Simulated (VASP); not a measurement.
# VO2 (P4_2/mnm) in VASP: notebook

The runs below take VO2 through single point, with r2SCAN+U.

Program: VASP 6.6.1. These are calculated values, not measurements. Logs are shortened: lines on timing, memory, paths and dates and some standing lists are left out, and cuts for length are marked.

### 1 The cell of the first run

The structure is tetragonal, space group P4_2/mnm (No. 136). The conventional cell has a = 4.517 Å, b = 4.517 Å, c = 2.872 Å, α = 90.00°, β = 90.00°, γ = 90.00°. Within 2.6 Å of O (site symmetry m2m) lie 3 V at 1.92 Å and 1 O at 2.56 Å. Within 2.5 Å of V (site symmetry mmm) lie 6 O at 1.92 Å.

### 2 Single point, r2SCAN+U, collinear spin

Input file POSCAR:

```
VO2
1.0
    4.5170000000      0.0000000000      0.0000000000
    0.0000000000      4.5170000000      0.0000000000
    0.0000000000      0.0000000000      2.8720000000
O V
4 2
Direct
    0.3000000000      0.3000000000      0.0000000000
    0.2000000000      0.8000000000      0.5000000000
    0.7000000000      0.7000000000      0.0000000000
    0.8000000000      0.2000000000      0.5000000000
    0.0000000000      0.0000000000      0.0000000000
    0.5000000000      0.5000000000      0.5000000000
```

Input file INCAR.step1:

```
  ALGO = Normal
  EDIFF = 1E-5
  ENCUT = 660
  GGA = PE
  GGA_COMPAT = F
  ISMEAR = 0
  ISPIN = 2
  LASPH = T
  LCHARG = F
  LDAU = T
  LDAUJ = 0 0
  LDAUL = -1 2
  LDAUTYPE = 2
  LDAUU = 0 3.25
  LMAXMIX = 4
  LREAL = F
  LWAVE = T
  MAGMOM = -0.09 -0.09 -0.09 -0.09 1.01 1.01
  NBANDS = 38
  NELM = 200
  PREC = Accurate
  SIGMA = 0.05
```

Input file INCAR.step2:

```
  ALGO = Normal
  EDIFF = 1E-6
  ENCUT = 660
  GGA_COMPAT = F
  ISIF = 2
  ISMEAR = 0
  ISPIN = 2
  ISTART = 1
  LASPH = T
  LCHARG = F
  LDAU = T
  LDAUJ = 0 0
  LDAUL = -1 2
  LDAUPRINT = 1
  LDAUTYPE = 2
  LDAUU = 0 3.25
  LMAXMIX = 4
  LMIXTAU = T
  LORBIT = 11
  LREAL = F
  LWAVE = F
  MAGMOM = -0.09 -0.09 -0.09 -0.09 1.01 1.01
  METAGGA = R2SCAN
  NBANDS = 38
  NELM = 200
  PREC = Accurate
  SIGMA = 0.05
```

Input file KPOINTS:

```
k-points
0
Gamma
  4 4 7
```

Potentials or basis: VASP PAW PBE potentials, release 64 (O, V_sv).

Started as:

```bash
> cat potpaw_PBE.64/O/POTCAR potpaw_PBE.64/V_sv/POTCAR > POTCAR
> cp INCAR.step1 INCAR
> mpirun -np 1 vasp_std > vasp.out
> cp INCAR.step2 INCAR
> mpirun -np 1 vasp_std > vasp.out
```

OUTCAR:

```text
EDIFF = 1E-6
   ENCUT = 660
   ISIF = 2
   ISMEAR = 0
   ISPIN = 2
   ISTART = 1
   LASPH = T
   LORBIT = 11
   LREAL = F
   METAGGA = R2SCAN
   NELM = 200
   PREC = Accurate

 ion  position               nearest neighbor table
   1  0.300  0.300  0.000-   5 1.92   6 1.92   6 1.92
   2  0.200  0.800  0.500-   6 1.92   5 1.92   5 1.92
   3  0.700  0.700  0.000-   5 1.92   6 1.92   6 1.92
   4  0.800  0.200  0.500-   6 1.92   5 1.92   5 1.92
   5  0.000  0.000  0.000-   1 1.92   3 1.92   2 1.92   4 1.92   2 1.92   4 1.92
   6  0.500  0.500  0.500-   2 1.92   4 1.92   3 1.92   1 1.92   1 1.92   3 1.92

  LATTYP: Found a simple tetragonal cell.
 ALAT       =     4.5170000000
 C/A-ratio  =     0.6358202347

  Lattice vectors:

 A1 = (   4.5170000000,   0.0000000000,   0.0000000000)
 A2 = (   0.0000000000,   4.5170000000,   0.0000000000)
 A3 = (   0.0000000000,   0.0000000000,   2.8720000000)

Analysis of symmetry for initial positions (statically):
=====================================================================
 Subroutine PRICEL returns:
 Original cell was already a primitive cell.

 Routine SETGRP: Setting up the symmetry group for a
 simple tetragonal supercell.

 Subroutine GETGRP returns: Found 16 space group operations
 (whereof  8 operations were pure point group operations)
 out of a pool of 16 trial point group operations.

The static configuration has the point symmetry D_2h.
 The point group associated with its full space group is D_4h.

Analysis of symmetry for dynamics (positions and initial velocities):
=====================================================================
 Subroutine PRICEL returns:
 Original cell was already a primitive cell.

 Routine SETGRP: Setting up the symmetry group for a
 simple tetragonal supercell.

 Subroutine GETGRP returns: Found 16 space group operations
 (whereof  8 operations were pure point group operations)
 out of a pool of 16 trial point group operations.

The dynamic configuration has the point symmetry D_2h.
 The point group associated with its full space group is D_4h.

Analysis of structural, dynamic, and magnetic symmetry:
=====================================================================
 Subroutine PRICEL returns:
 Original cell was already a primitive cell.

 Routine SETGRP: Setting up the symmetry group for a
 simple tetragonal supercell.

 Subroutine GETGRP returns: Found 16 space group operations
 (whereof  8 operations were pure point group operations)
 out of a pool of 16 trial point group operations.

The overall configuration has the point symmetry D_2h.
 The point group associated with its full space group is D_4h.

 Subroutine INISYM returns: Found 16 space group operations
 (whereof  8 operations are pure point group operations),
 and found     1 'primitive' translations

----------------------------------------------------------------------------------------

                                     Primitive cell

  volume of cell :      58.5982

  direct lattice vectors                    reciprocal lattice vectors
     4.517000000  0.000000000  0.000000000     0.221385876  0.000000000  0.000000000
     0.000000000  4.517000000  0.000000000     0.000000000  0.221385876  0.000000000
     0.000000000  0.000000000  2.872000000     0.000000000  0.000000000  0.348189415
[... 160 lines left out ...]
  o =  0.1493  v =  0.0000 -0.0000 -0.0000  0.0000  1.0000  0.0000  0.0000  0.0000  0.0000  0.0000      0.0000  0.0000  0.0000  0.0000  0.0000  0.0000  0.0000  0.0000  0.0000  0.0000
  o =  0.2930  v =  0.0000  0.0000  0.0000  0.0000  0.0000 -0.8448  0.0000  0.5351  0.0000  0.0000      0.0000  0.0000  0.0000  0.0000  0.0000  0.0000  0.0000  0.0000  0.0000  0.0000
  o =  0.2932  v =  0.0000  0.0000  0.0000  0.0000  0.0000  0.0000 -0.7071  0.0000  0.7071  0.0000      0.0000  0.0000  0.0000  0.0000  0.0000  0.0000  0.0000  0.0000  0.0000  0.0000
  o =  0.3027  v =  0.0000 -0.7071  0.0000  0.7071 -0.0000  0.0000  0.0000  0.0000  0.0000  0.0000      0.0000  0.0000  0.0000  0.0000  0.0000  0.0000  0.0000  0.0000  0.0000  0.0000
  o =  0.3802  v = -0.8646  0.0000  0.5025  0.0000  0.0000  0.0000  0.0000  0.0000  0.0000  0.0000      0.0000  0.0000  0.0000  0.0000  0.0000  0.0000  0.0000  0.0000  0.0000  0.0000
  o =  0.9377  v = -0.5025  0.0000 -0.8646  0.0000 -0.0000  0.0000  0.0000  0.0000  0.0000  0.0000      0.0000  0.0000  0.0000  0.0000  0.0000  0.0000  0.0000  0.0000  0.0000  0.0000

atom =   6  type =  2  l = 2

 onsite density matrix

spin component  1

  0.5209  0.0000 -0.2422  0.0000  0.0000
  0.0000  0.2211  0.0000  0.0817  0.0000
 -0.2422  0.0000  0.7969  0.0000  0.0000
  0.0000  0.0817  0.0000  0.2211  0.0000
  0.0000  0.0000  0.0000  0.0000  0.1493

spin component  2

  0.2273  0.0000  0.1037  0.0000 -0.0000
  0.0000  0.1987  0.0000  0.0945  0.0000
  0.1037  0.0000  0.1292  0.0000  0.0000
  0.0000  0.0945  0.0000  0.1987  0.0000
 -0.0000  0.0000  0.0000  0.0000  0.1086

 occupancies and eigenvectors

  o =  0.0635  v =  0.0000  0.0000  0.0000  0.0000  0.0000 -0.5351 -0.0000  0.8448  0.0000 -0.0000      0.0000  0.0000  0.0000  0.0000  0.0000  0.0000  0.0000  0.0000  0.0000  0.0000
  o =  0.1042  v =  0.0000  0.0000  0.0000  0.0000  0.0000  0.0000  0.7071  0.0000 -0.7071 -0.0000      0.0000  0.0000  0.0000  0.0000  0.0000  0.0000  0.0000  0.0000  0.0000  0.0000
  o =  0.1086  v =  0.0000  0.0000  0.0000  0.0000  0.0000 -0.0000  0.0000  0.0000  0.0000  1.0000      0.0000  0.0000  0.0000  0.0000  0.0000  0.0000  0.0000  0.0000  0.0000  0.0000
  o =  0.1394  v =  0.0000  0.7071  0.0000 -0.7071  0.0000  0.0000  0.0000  0.0000  0.0000  0.0000      0.0000  0.0000  0.0000  0.0000  0.0000  0.0000  0.0000  0.0000  0.0000  0.0000
  o =  0.1493  v =  0.0000  0.0000  0.0000  0.0000 -1.0000  0.0000  0.0000  0.0000  0.0000  0.0000      0.0000  0.0000  0.0000  0.0000  0.0000  0.0000  0.0000  0.0000  0.0000  0.0000
  o =  0.2930  v =  0.0000  0.0000  0.0000  0.0000  0.0000 -0.8448 -0.0000 -0.5351  0.0000 -0.0000      0.0000  0.0000  0.0000  0.0000  0.0000  0.0000  0.0000  0.0000  0.0000  0.0000
  o =  0.2932  v =  0.0000  0.0000  0.0000  0.0000  0.0000  0.0000 -0.7071  0.0000 -0.7071  0.0000      0.0000  0.0000  0.0000  0.0000  0.0000  0.0000  0.0000  0.0000  0.0000  0.0000
  o =  0.3027  v =  0.0000 -0.7071  0.0000 -0.7071 -0.0000  0.0000  0.0000  0.0000  0.0000  0.0000      0.0000  0.0000  0.0000  0.0000  0.0000  0.0000  0.0000  0.0000  0.0000  0.0000
  o =  0.3802  v = -0.8646  0.0000 -0.5025  0.0000 -0.0000  0.0000  0.0000  0.0000  0.0000  0.0000      0.0000  0.0000  0.0000  0.0000  0.0000  0.0000  0.0000  0.0000  0.0000  0.0000
  o =  0.9377  v = -0.5025 -0.0000  0.8646  0.0000  0.0000  0.0000  0.0000  0.0000  0.0000  0.0000      0.0000  0.0000  0.0000  0.0000  0.0000  0.0000  0.0000  0.0000  0.0000  0.0000

 number of electron      49.9999979 magnetization       1.9999995

 Free energy of the ion-electron system (eV)
  ---------------------------------------------------
  ext. energy  EPLUGINS =         0.00000000
  ---------------------------------------------------
  free energy    TOTEN  =       -62.96035167 eV

  energy without entropy =      -62.96035167  energy(sigma->0) =      -62.96035167

 E-fermi :   5.3140     XC(G=0): -12.6026

 val. band max:        5.0270129121   @ k =   0.2500   0.2500   0.2857
 cond. band min:       6.4572126561   @ k =   0.5000   0.0000   0.4286
 fundamental gap:      1.4301997440
 Fermi energy:         5.3139683897

 spin component 1

 k-point     1 :       0.0000    0.0000    0.0000
  band No.  band energies     occupation
      1     -62.9766      1.00000
      2     -62.9666      1.00000
      3     -35.8257      1.00000
      4     -35.8257      1.00000
      5     -35.5589      1.00000
      6     -35.5589      1.00000
[... 949 lines left out ...]
     36      17.6000      0.00000
     37      19.6960      0.00000
 Fermi energy:         5.3139683897

 spin component 2

 k-point     1 :       0.0000    0.0000    0.0000
  band No.  band energies     occupation
      1     -61.6493      1.00000
      2     -61.6383      1.00000
      3     -35.1461      1.00000
      4     -35.1461      1.00000
      5     -33.8600      1.00000
      6     -33.8600      1.00000
[... 949 lines left out ...]
     36      17.6731      0.00000
     37      20.1012      0.00000
 [bands above 37 left out]

------------------------ aborting loop because EDIFF is reached ----------------------------------------

  FORCE on cell =-STRESS in cart. coord.  units (eV):
  Direction    XX          YY          ZZ          XY          YZ          ZX
  --------------------------------------------------------------------------------------
  -------------------------------------------------------------------------------------
  Total        1.2801226      1.2801226      7.6811398      0.0000000      0.0000000      0.0000000
  in kB       35.0007638     35.0007638    210.0156397      0.0000000      0.0000000      0.0000000
  external PRESSURE =      93.3390557 kB  Pullay stress =       0.0000000 kB

 VOLUME and BASIS-vectors are now :
 -----------------------------------------------------------------------------
  energy-cutoff  :      660.00
  volume of cell :       58.60
      direct lattice vectors                 reciprocal lattice vectors
     4.517000000  0.000000000  0.000000000     0.221385876  0.000000000  0.000000000
     0.000000000  4.517000000  0.000000000     0.000000000  0.221385876  0.000000000
     0.000000000  0.000000000  2.872000000     0.000000000  0.000000000  0.348189415

 POSITION                                       TOTAL-FORCE (eV/Angst)
 -----------------------------------------------------------------------------------
      1.35510      1.35510      0.00000        -0.224261     -0.224261      0.000000
      0.90340      3.61360      1.43600         0.224261     -0.224261     -0.000000
      3.16190      3.16190      0.00000         0.224261      0.224261      0.000000
      3.61360      0.90340      1.43600        -0.224261      0.224261      0.000000
      0.00000      0.00000      0.00000         0.000000     -0.000000      0.000000
      2.25850      2.25850      1.43600         0.000000     -0.000000      0.000000
 -----------------------------------------------------------------------------------
    total drift:                               -0.000000      0.000000     -0.000000

  FREE ENERGIE OF THE ION-ELECTRON SYSTEM (eV)
  ---------------------------------------------------
  free  energy   TOTEN  =       -62.9603516718 eV

  energy  without entropy=      -62.9603516718  energy(sigma->0) =      -62.96035167

 total charge

# of ion       s       p       d       tot
------------------------------------------
    1        1.572   3.550   0.000   5.121
    2        1.572   3.550   0.000   5.121
    3        1.572   3.550   0.000   5.121
    4        1.572   3.550   0.000   5.121
    5        2.289   6.354   2.739  11.382
    6        2.289   6.354   2.739  11.382
--------------------------------------------------
tot         10.866  26.906   5.477  43.249

 magnetization (x)

# of ion       s       p       d       tot
------------------------------------------
    1       -0.001  -0.045   0.000  -0.046
    2       -0.001  -0.045   0.000  -0.046
    3       -0.001  -0.045   0.000  -0.046
    4       -0.001  -0.045   0.000  -0.046
    5        0.015   0.013   1.045   1.073
    6        0.015   0.013   1.045   1.073
--------------------------------------------------
tot          0.024  -0.152   2.090   1.962
```

It took 10 min on 1 thread of Oxide Virtual Turin-like, shared host; peak memory 0.26 GiB.

Results:

| Item | Value |
| --- | --- |
| Free energy | -62.9604 eV |
| Pressure | 9.3 GPa |
| Largest force | 0.317 eV/Å |
| Band gap on the k mesh | 1.43 eV (least direct gap 1.64 eV) |
| Net moment | 2.00 μB per cell |
| Site moments | O -0.05; V +1.07 μB |
| Valence electrons inside the program's atomic spheres | O 5.12; V 11.38 |

Forces on the atoms (eV/Å):
```
O   -0.224 -0.224  0.000
O    0.224 -0.224  0.000
O    0.224  0.224  0.000
O   -0.224  0.224  0.000
V    0.000  0.000  0.000
V    0.000  0.000  0.000
```

Stress tensor (GPa, compression positive):
```
 3.50  0.00  0.00
 0.00  3.50  0.00
 0.00  0.00 21.00
```

Levels at points of the mesh, in eV from the valence-band top:
Spin up:
```csv
k point,band 22,band 23,band 24,band 25,band 26,band 27,band 28,band 29,band 30,band 31
"(0.00, 0.00, 0.00)",-1.31,-0.87,-0.64,-0.64,0.00,1.77,1.92,1.92,2.62,4.01
"(0.50, 0.00, 0.00)",-2.00,-1.05,-1.05,-0.61,-0.61,2.50,2.50,3.01,3.01,4.74
"(0.50, 0.50, 0.00)",-1.62,-1.58,-1.58,-1.55,-1.55,1.94,1.94,3.38,3.38,4.18
```
Spin down:
```csv
k point,band 22,band 23,band 24,band 25,band 26,band 27
"(0.00, 0.00, 0.00)",-0.76,-0.76,-0.16,2.75,2.85,2.85
"(0.50, 0.00, 0.00)",-1.96,-1.00,-1.00,3.43,3.43,3.86
"(0.50, 0.50, 0.00)",-1.66,-1.62,-1.62,2.87,2.87,3.09
```

Eigenvalues of the final occupation matrices:
```
    site  spin  trace               eigenvalues
site 5 d     1   1.91  0.14 0.15 0.30 0.38 0.94
site 5 d     2   0.86  0.06 0.10 0.11 0.29 0.29
site 6 d     1   1.91  0.14 0.15 0.30 0.38 0.94
site 6 d     2   0.86  0.06 0.10 0.11 0.29 0.29
```

Caveat: the stress differs along the axes, from 4 to 21 GPa; the PAW data sets were made with another functional, which shifts forces and pressure a little.

### 3 Single point, r2SCAN+U, collinear spin

POSCAR is that of step 2.

Input file INCAR.step1:

```
ALGO     = Normal         # electronic algorithm
EDIFF    = 1E-5           # SCF threshold, eV
ENCUT    = 660            # plane-wave cutoff, eV
GGA      = PE             # functional
GGA_COMPAT= False        
ISMEAR   = 0              # smearing method
ISPIN    = 2              # spin polarisation
LASPH    = True           # aspherical terms in the spheres
LCHARG   = False          # write CHGCAR
LDAU     = True           # DFT+U
LDAUJ    = 0 0          
LDAUL    = -1 2           # shell
LDAUTYPE = 2            
LDAUU    = 0 3.25         # U, eV
LMAXMIX  = 4              # l up to which the mixer works
LREAL    = False          # projectors in reciprocal space
LWAVE    = True           # write WAVECAR
MAGMOM   = 0 0 0 0 0.06 0.06 # initial moments
NBANDS   = 38             # bands
NELM     = 200            # most SCF steps
PREC     = Accurate       # precision mode
SIGMA    = 0.05           # smearing width, eV
```

Input file INCAR.step2:

```
ALGO     = Normal         # electronic algorithm
EDIFF    = 1E-6           # SCF threshold, eV
ENCUT    = 660            # plane-wave cutoff, eV
GGA_COMPAT= False        
ISIF     = 2              # what is computed and relaxed
ISMEAR   = 0              # smearing method
ISPIN    = 2              # spin polarisation
ISTART   = 1            
LASPH    = True           # aspherical terms in the spheres
LCHARG   = True           # write CHGCAR
LDAU     = True           # DFT+U
LDAUJ    = 0 0          
LDAUL    = -1 2           # shell
LDAUPRINT= 1            
LDAUTYPE = 2            
LDAUU    = 0 3.25         # U, eV
LELF     = True           # ELF
LMAXMIX  = 4              # l up to which the mixer works
LMIXTAU  = True         
LORBIT   = 11             # projections on sites
LREAL    = False          # projectors in reciprocal space
LVHAR    = True         
LWAVE    = False          # write WAVECAR
MAGMOM   = 0 0 0 0 0.06 0.06 # initial moments
METAGGA  = R2SCAN         # meta-GGA
NBANDS   = 38             # bands
NELM     = 200            # most SCF steps
PREC     = Accurate       # precision mode
SIGMA    = 0.05           # smearing width, eV
```

KPOINTS is that of step 2.

Potentials or basis: VASP PAW PBE potentials, release 64 (O, V_sv).

Started as:

```bash
> cat potpaw_PBE.64/O/POTCAR potpaw_PBE.64/V_sv/POTCAR > POTCAR
> cp INCAR.step1 INCAR
> mpirun -np 1 vasp_std > vasp.out
> cp INCAR.step2 INCAR
> mpirun -np 1 vasp_std > vasp.out
```

It took 10 min on 1 thread of Oxide Virtual Turin-like, shared host; peak memory 0.26 GiB.

The run converged. Its results:

```yaml
Free_energy: -62.9604 eV
Pressure: 9.3 GPa
Largest_force: 0.317 eV/Å
Band_gap_on_the_k_mesh: 1.43 eV (least direct gap 1.64 eV)
Net_moment: 2.00 μB per cell
Site_moments: O -0.05; V +1.07 μB
Valence_electrons_inside_the_program's_atomic_spheres: O 5.12; V 11.38
```

Forces in eV/Å, atoms in the order of the input:
```
O   -0.224 -0.224  0.000
O    0.224 -0.224  0.000
O    0.224  0.224  0.000
O   -0.224  0.224  0.000
V    0.000  0.000  0.000
V    0.000  0.000  0.000
```

Stress tensor (GPa, compression positive):
```
 3.50  0.00  0.00
 0.00  3.50  0.00
 0.00  0.00 21.01
```

Levels at points of the mesh, in eV from the valence-band top:
Spin up:
```
           k point  band 23  band 24  band 25  band 26  band 27  band 28  band 29  band 30
(0.00, 0.00, 0.00)    -0.87    -0.64    -0.64     0.00     1.77     1.92     1.92     2.62
(0.50, 0.00, 0.00)    -1.05    -1.05    -0.61    -0.61     2.50     2.50     3.01     3.01
(0.50, 0.50, 0.00)    -1.58    -1.58    -1.55    -1.55     1.94     1.94     3.38     3.38
```
Spin down:
| k point | band 20 | band 21 | band 22 | band 23 | band 24 | band 25 | band 26 | band 27 | band 28 | band 29 |
| --- | --- | --- | --- | --- | --- | --- | --- | --- | --- | --- |
| (0.00, 0.00, 0.00) | -2.45 | -0.93 | -0.76 | -0.76 | -0.16 | 2.75 | 2.85 | 2.85 | 3.22 | 3.26 |
| (0.50, 0.00, 0.00) | -3.59 | -1.96 | -1.96 | -1.00 | -1.00 | 3.43 | 3.43 | 3.86 | 3.86 | 3.96 |
| (0.50, 0.50, 0.00) | -2.50 | -1.66 | -1.66 | -1.62 | -1.62 | 2.87 | 2.87 | 3.09 | 3.09 | 4.18 |

Eigenvalues of the final occupation matrices:
```tsv
site	spin	trace	eigenvalues
site 5 d	1	1.91	0.14 0.15 0.30 0.38 0.94
site 5 d	2	0.86	0.06 0.10 0.11 0.29 0.29
site 6 d	1	1.91	0.14 0.15 0.30 0.38 0.94
site 6 d	2	0.86	0.06 0.10 0.11 0.29 0.29
```

Caveat: the stress differs along the axes, from 4 to 21 GPa; the PAW data sets were made with another functional, which shifts forces and pressure a little.
